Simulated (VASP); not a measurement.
Input of a VASP 6.6.1 run:

INCAR

```
PREC     = Accurate       # precision mode
ENCUT    = 520            # plane-wave cutoff, eV
EDIFF    = 1E-7           # SCF threshold, eV
ISMEAR   = 0              # smearing method
SIGMA    = 0.1            # smearing width, eV
LREAL    = F              # projectors in reciprocal space
LASPH    = T              # aspherical terms in the spheres
NELM     = 80             # most SCF steps
ALGO     = Normal         # electronic algorithm
ISIF     = 2              # what is computed and relaxed
LWAVE    = F              # write WAVECAR
LCHARG   = T              # write CHGCAR
GGA      = PE             # functional
LELF     = T              # ELF
LVHAR    = T            
NBANDS   = 12             # bands
```

KPOINTS

```
regular mesh
0
Gamma
  18 18 18
```

File POSCAR:

```
Hg
1.0
    1.5348075441      0.8861215487      2.3726614534
   -1.5348075441      0.8861215487      2.3726614534
    0.0000000000     -1.7722430975      2.3726614534
Hg
1
Direct
    0.0000000000      0.0000000000      0.0000000000
```

Potentials or basis: VASP PAW PBE potentials, release 64 (Hg).

Launch:

```sh
$ cat potpaw_PBE.64/Hg/POTCAR > POTCAR
$ mpirun -np 1 vasp_std > vasp.out
```

Predict the pressure.

22.3 GPa.

Predict the band gap on the k mesh.

zero (bands 6 and 7 overlap by 2.34 eV).

Stress tensor (GPa, compression positive):
```
21.98  0.00  0.00
 0.00 21.98  0.00
 0.00  0.00 22.91
```

Caveat: the cell differs from its parent crystal (Cd replaced by Hg, lengths x 0.950, strained); the cell stands under pressure; spin-orbit coupling is left out, which moves the levels of the heavy elements.
